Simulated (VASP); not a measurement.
# LuTl2ClO4 (P4/mmm) in VASP: a series of runs

The runs below take LuTl2ClO4 through single point, with PBE.

Program: VASP 6.6.1. These are calculated values, not measurements. Logs are shortened: lines on timing, memory, paths and dates and some standing lists are left out, and cuts for length are marked.

### 1 The cell of the first run

The structure is tetragonal, space group P4/mmm (No. 123). The conventional cell has a = 3.815 Å, b = 3.815 Å, c = 8.838 Å, α = 90.00°, β = 90.00°, γ = 90.00°. Cl (site symmetry 4/mmm) has 8 Tl at 3.32 Å and 8 O at 3.62 Å and 4 Cl at 3.82 Å and 2 Lu at 4.42 Å within 4.5 Å. Lu (site symmetry 4/mmm) has 8 O at 2.33 Å within 3.1 Å. O (site symmetry 2mm) has 2 Tl at 2.22 Å and 2 Lu at 2.33 Å and 5 O at 2.69 to 2.70 Å within 2.9 Å. Tl (site symmetry 4mm) has 4 O at 2.22 Å within 2.9 Å.

### 2 Single point, PBE

Contents of INCAR:

```
PREC     = Accurate       # precision mode
ENCUT    = 600            # plane-wave cutoff, eV
EDIFF    = 1E-6           # SCF threshold, eV
ISMEAR   = -1             # smearing method
SIGMA    = 0.0146         # smearing width, eV
LREAL    = F              # projectors in reciprocal space
LASPH    = T              # aspherical terms in the spheres
NELM     = 120            # most SCF steps
ALGO     = Normal         # electronic algorithm
ISIF     = 2              # what is computed and relaxed
LWAVE    = F              # write WAVECAR
LCHARG   = T              # write CHGCAR
GGA      = PE             # functional
LELF     = T              # ELF
LVHAR    = T            
NBANDS   = 51             # bands
GGA_COMPAT= F
```

Contents of KPOINTS:

```
regular mesh
0
Gamma
  5 5 2
```

Contents of POSCAR:

```
LuTl2ClO4
1.0
    3.8154370000      0.0000000000      0.0000000000
    0.0000000000      3.8154370000      0.0000000000
    0.0000000000      0.0000000000      8.8380170000
Cl Lu O Tl
1 1 4 2
Direct
    0.0000000000      0.0000000000      0.5000000000
    0.0000000000      0.0000000000      0.0000000000
    0.5000000000      0.0000000000      0.8480000000
    0.0000000000      0.5000000000      0.8480000000
    0.5000000000      0.0000000000      0.1520000000
    0.0000000000      0.5000000000      0.1520000000
    0.5000000000      0.5000000000      0.7193000000
    0.5000000000      0.5000000000      0.2807000000
```

Potentials or basis: VASP PAW PBE potentials, release 64 (Cl, Lu, O, Tl_d).

Command:

```
> cat potpaw_PBE.64/Cl/POTCAR potpaw_PBE.64/Lu/POTCAR potpaw_PBE.64/O/POTCAR potpaw_PBE.64/Tl_d/POTCAR > POTCAR
> mpirun -np 1 vasp_std > vasp.out
```

OUTCAR:

```text
PREC = Accurate
   ENCUT = 600
   EDIFF = 1E-6
   ISMEAR = -1
   LREAL = F
   LASPH = T
   NELM = 120
   ISIF = 2
   GGA = PE

 ion  position               nearest neighbor table
   1  0.000  0.000  0.500-   7 3.32   8 3.32   7 3.32   8 3.32   7 3.32   8 3.32   7 3.32   8 3.32

   2  0.000  0.000  0.000-   3 2.33   4 2.33   5 2.33   6 2.33   4 2.33   6 2.33   3 2.33   5 2.33
                             7 3.67   8 3.67   7 3.67   8 3.67   7 3.67   8 3.67   7 3.67   8 3.67
   3  0.500  0.000  0.848-   7 2.22   7 2.22   2 2.33   2 2.33
   4  0.000  0.500  0.848-   7 2.22   7 2.22   2 2.33   2 2.33
   5  0.500  0.000  0.152-   8 2.22   8 2.22   2 2.33   2 2.33
   6  0.000  0.500  0.152-   8 2.22   8 2.22   2 2.33   2 2.33
   7  0.500  0.500  0.719-   3 2.22   4 2.22   3 2.22   4 2.22   1 3.32   1 3.32   1 3.32   1 3.32
                             2 3.67   2 3.67   2 3.67   2 3.67   8 3.88
   8  0.500  0.500  0.281-   5 2.22   6 2.22   5 2.22   6 2.22   1 3.32   1 3.32   1 3.32   1 3.32
                             2 3.67   2 3.67   2 3.67   2 3.67   7 3.88

  LATTYP: Found a simple tetragonal cell.
 ALAT       =     3.8154370000
 C/A-ratio  =     2.3163839424

  Lattice vectors:

 A1 = (   3.8154370000,   0.0000000000,   0.0000000000)
 A2 = (   0.0000000000,   3.8154370000,   0.0000000000)
 A3 = (   0.0000000000,   0.0000000000,   8.8380170000)

Analysis of symmetry for initial positions (statically):
=====================================================================
 Subroutine PRICEL returns:
 Original cell was already a primitive cell.

 Routine SETGRP: Setting up the symmetry group for a
 simple tetragonal supercell.

 Subroutine GETGRP returns: Found 16 space group operations
 (whereof 16 operations were pure point group operations)
 out of a pool of 16 trial point group operations.

The static configuration has the point symmetry D_4h.

Analysis of symmetry for dynamics (positions and initial velocities):
=====================================================================
 Subroutine PRICEL returns:
 Original cell was already a primitive cell.

 Routine SETGRP: Setting up the symmetry group for a
 simple tetragonal supercell.

 Subroutine GETGRP returns: Found 16 space group operations
 (whereof 16 operations were pure point group operations)
 out of a pool of 16 trial point group operations.

The dynamic configuration has the point symmetry D_4h.

 Subroutine INISYM returns: Found 16 space group operations
 (whereof 16 operations are pure point group operations),
 and found     1 'primitive' translations

----------------------------------------------------------------------------------------

                                     Primitive cell

  volume of cell :     128.6600

  direct lattice vectors                    reciprocal lattice vectors
     3.815437000  0.000000000  0.000000000     0.262093176  0.000000000  0.000000000
     0.000000000  3.815437000  0.000000000     0.000000000  0.262093176  0.000000000
     0.000000000  0.000000000  8.838017000     0.000000000  0.000000000  0.113147553

  length of vectors
     3.815437000  3.815437000  8.838017000     0.262093176  0.262093176  0.113147553

  position of ions in fractional coordinates (direct lattice)
     0.000000000  0.000000000  0.500000000
     0.000000000  0.000000000  0.000000000
     0.500000000  0.000000000  0.848000000
     0.000000000  0.500000000  0.848000000
     0.500000000  0.000000000  0.152000000
     0.000000000  0.500000000  0.152000000
     0.500000000  0.500000000  0.719300000
     0.500000000  0.500000000  0.280700000

  ion indices of the primitive-cell ions
   primitive index   ion index
                 1           1
                 2           2
                 3           3
                 4           4
                 5           5
                 6           6
                 7           7
                 8           8

----------------------------------------------------------------------------------------

 KPOINTS: regular mesh

Automatic generation of k-mesh.
 Grid dimensions read from file:
 generate k-points for:    5    5    2

 Generating k-lattice:

  Cartesian coordinates                     Fractional coordinates (reciprocal lattice)
     0.052418635  0.000000000  0.000000000     0.200000000  0.000000000  0.000000000
     0.000000000  0.052418635  0.000000000     0.000000000  0.200000000  0.000000000
     0.000000000  0.000000000  0.056573777     0.000000000  0.000000000  0.500000000

  Length of vectors
     0.052418635  0.052418635  0.056573777

  Shift w.r.t. Gamma in fractional coordinates (k-lattice)
     0.000000000  0.000000000  0.000000000

 Subroutine IBZKPT returns following result:
 ===========================================

 Found     12 irreducible k-points:

 Following reciprocal coordinates:
            Coordinates               Weight
  0.000000  0.000000  0.000000      1.000000
  0.200000  0.000000  0.000000      4.000000
  0.400000  0.000000  0.000000      4.000000
  0.200000  0.200000  0.000000      4.000000
  0.400000  0.200000  0.000000      8.000000
  0.400000  0.400000  0.000000      4.000000
  0.000000  0.000000  0.500000      1.000000
  0.200000  0.000000  0.500000      4.000000
  0.400000  0.000000  0.500000      4.000000
  0.200000  0.200000  0.500000      4.000000
  0.400000  0.200000  0.500000      8.000000
  0.400000  0.400000  0.500000      4.000000
   k-points           NKPTS =     12   k-points in BZ     NKDIM =     12   number of bands    NBANDS=     51
   number of dos      NEDOS =    301   number of ions     NIONS =      8
   total plane-waves  NPLWV =  64800
   dimension x,y,z NGX =    30 NGY =   30 NGZ =   72
   dimension x,y,z NGXF=    60 NGYF=   60 NGZF=  144
   ions per type =               1   1   4   2
   NGX,Y,Z   is equivalent  to a cutoff of  13.07, 13.07, 13.54 a.u.
   NGXF,Y,Z  is equivalent  to a cutoff of  26.14, 26.14, 27.09 a.u.
 SYSTEM =  unknown system
   PREC   = accura    normal or accurate (medium, high low for compatibility)
   ISTART =      0    job   : 0-new  1-cont  2-samecut
   ICHARG =      2    charge: 1-file 2-atom 10-const
   ISPIN  =      1    spin polarized calculation?
   LNONCOLLINEAR =      F non collinear calculations
   LSORBIT =      F    spin-orbit coupling
   LASPH  =      T    aspherical Exc in radial PAW
   ENCUT  =  600.0 eV  44.10 Ry    6.64 a.u.   7.62  7.62 17.65*2*pi/ulx,y,z
   NELM   =    120;   NELMIN=  2; NELMDL= -5     # of ELM steps
   EDIFF  = 0.1E-05   stopping-criterion for ELM
   LREAL  =      F    real-space projection
   EDIFFG = 0.1E-04   stopping-criterion for IOM
   NSW    =      0    number of steps for IOM
   IBRION =     -1    ionic relax: 0-MD 1-quasi-New 2-CG
   NFREE  =      0    steps in history (QN), initial steepest desc. (CG)
   ISIF   =      2    stress and relaxation
   ISYM   =      2    0-nonsym 1-usesym 2-fastsym
   POTIM  = 0.5000    time-step for ionic-motion
   TEBEG  =    0.0;   TEEND  =   0.0 temperature during run
   PSTRESS=    0.0 pullay stress
   NELECT =      82.0000    total number of electrons
   NUPDOWN=      -1.0000    fix difference up-down
   EMIN   =  10.00;   EMAX   =-10.00  energy-range for DOS
   EFERMI =   0.00;   METHOD = LEGACY
   ISMEAR =    -1;   SIGMA  =   0.01  broadening in eV -4-tet -1-fermi 0-gaus
   EFERMI_NEDOS =   21; number of points for ismear=-14 and -15
   IALGO  =     38    algorithm
   IMIX   =      4    mixing-type and parameters
     AMIX     =   0.40;   BMIX     =  1.00
     AMIX_MAG =   1.60;   BMIX_MAG =  1.00
  volume/ion in A,a.u.               =      16.08       108.53
  Fermi-wavevector in a.u.,A,eV,Ry     =   1.408851  2.662342 27.005665  1.984860
  Thomas-Fermi vector in A             =   2.530966
   LORBIT       =      0    0 simple, 1 ext, 2 COOP (PROOUT), +10 PAW based schemes
   GGA     = PE    functional components
   LHFCALC =     F    Hartree Fock is set to
   AEXX    =    0.0000 exact exchange contribution
   IVDW    =     0    specifies the selected vdW correction
   LEPSILON=     F    determine dielectric tensor
   LRPA    =     F    only Hartree local field effects (RPA)
 non-spin polarized calculation
  energy-cutoff  :      600.00
  volume of cell :      128.66
 maximum number of plane-waves:      4313
   NGX = 15   NGY = 15   NGZ = 35

 number of electron      82.0000038 magnetization

 Free energy of the ion-electron system (eV)
  ---------------------------------------------------
  ext. energy  EPLUGINS =         0.00000000
  ---------------------------------------------------
  free energy    TOTEN  =       -41.01660937 eV

  energy without entropy =      -41.01520027  energy(sigma->0) =      -41.01590482

 E-fermi :   3.5246     XC(G=0): -10.5607

 val. band max:        3.5088045802   @ k =   0.4000   0.4000   0.5000
 cond. band min:       3.6109479200   @ k =   0.2000   0.0000   0.0000
 fundamental gap:      0.1021433398
 Fermi energy:         3.5246360582

 k-point     1 :       0.0000    0.0000    0.0000
  band No.  band energies     occupation
      1     -50.1666      2.00000
      2     -21.0004      2.00000
      3     -20.8611      2.00000
      4     -20.8611      2.00000
      5     -14.2734      2.00000
      6     -13.5217      2.00000
[... 43 lines left out ...]
     50      11.7921      0.00000
     51      12.9763      0.00000

 k-point     2 :       0.2000    0.0000    0.0000
  band No.  band energies     occupation
      1     -50.1654      2.00000
      2     -20.9731      2.00000
      3     -20.9561      2.00000
      4     -20.8575      2.00000
      5     -14.0712      2.00000
      6     -13.4796      2.00000
[... 43 lines left out ...]
     50      12.1969      0.00000
     51      12.4938      0.00000

 k-point     3 :       0.4000    0.0000    0.0000
  band No.  band energies     occupation
      1     -50.1636      2.00000
      2     -21.1023      2.00000
      3     -20.9281      2.00000
      4     -20.8516      2.00000
      5     -13.6709      2.00000
      6     -13.4041      2.00000
[... 475 lines left out ...]
     50      12.0247      0.00000
     51      12.1992      0.00000

 k-point    12 :       0.4000    0.4000    0.5000
  band No.  band energies     occupation
      1     -50.1606      2.00000
      2     -21.0893      2.00000
      3     -21.0874      2.00000
      4     -20.8596      2.00000
      5     -13.2857      2.00000
      6     -13.2075      2.00000
[... 43 lines left out ...]
     50      11.7248      0.00000
     51      12.6894      0.00000

------------------------ aborting loop because EDIFF is reached ----------------------------------------

  FORCE on cell =-STRESS in cart. coord.  units (eV):
  Direction    XX          YY          ZZ          XY          YZ          ZX
  --------------------------------------------------------------------------------------
  -------------------------------------------------------------------------------------
  Total        4.9789521      4.9789521     -1.2094017      0.0000000     -0.0000000      0.0000000
  in kB       62.0019180     62.0019180    -15.0604431      0.0000000     -0.0000000      0.0000000
  external PRESSURE =      36.3144643 kB  Pullay stress =       0.0000000 kB

 VOLUME and BASIS-vectors are now :
 -----------------------------------------------------------------------------
  energy-cutoff  :      600.00
  volume of cell :      128.66
      direct lattice vectors                 reciprocal lattice vectors
     3.815437000  0.000000000  0.000000000     0.262093176  0.000000000  0.000000000
     0.000000000  3.815437000  0.000000000     0.000000000  0.262093176  0.000000000
     0.000000000  0.000000000  8.838017000     0.000000000  0.000000000  0.113147553

 POSITION                                       TOTAL-FORCE (eV/Angst)
 -----------------------------------------------------------------------------------
      0.00000      0.00000      4.41901        -0.000000      0.000000      0.000000
      0.00000      0.00000      0.00000        -0.000000      0.000000      0.000000
      1.90772      0.00000      7.49464        -0.000000     -0.000000     -0.129154
      0.00000      1.90772      7.49464        -0.000000     -0.000000     -0.129154
      1.90772      0.00000      1.34338        -0.000000      0.000000      0.129154
      0.00000      1.90772      1.34338        -0.000000      0.000000      0.129154
      1.90772      1.90772      6.35719        -0.000000     -0.000000      0.211915
      1.90772      1.90772      2.48083         0.000000     -0.000000     -0.211915
 -----------------------------------------------------------------------------------
    total drift:                                0.000000      0.000000      0.000000

  FREE ENERGIE OF THE ION-ELECTRON SYSTEM (eV)
  ---------------------------------------------------
  free  energy   TOTEN  =       -41.0166093689 eV

  energy  without entropy=      -41.0152002742  energy(sigma->0) =      -41.01590482
```

Wall time 3.6 min (1 thread of Intel Xeon 8259CL, shared host); peak memory 0.28 GiB.

What came out:

```
Free energy            : -41.0166 eV
Pressure               : 3.6 GPa
Largest force          : 0.212 eV/Å
Band gap on the k mesh : zero (bands 41 and 42 overlap by 0.11 eV)
```

Forces in eV/Å, atoms in the order of the input:
```
Cl   0.000  0.000  0.000
Lu   0.000  0.000  0.000
O    0.000  0.000 -0.129
O    0.000  0.000 -0.129
O    0.000  0.000  0.129
O    0.000  0.000  0.129
Tl   0.000  0.000  0.212
Tl   0.000  0.000 -0.212
```

Stress tensor (GPa, compression positive):
```
 6.20  0.00  0.00
 0.00  6.20  0.00
 0.00  0.00 -1.51
```

Caveat: the stress differs along the axes, from -2 to 6 GPa; spin-orbit coupling is left out, which moves the levels of the heavy elements.

(Continued in part 2 of 2.)

The gap in the log of VASP goes by the Fermi energy; the results here count the filled bands.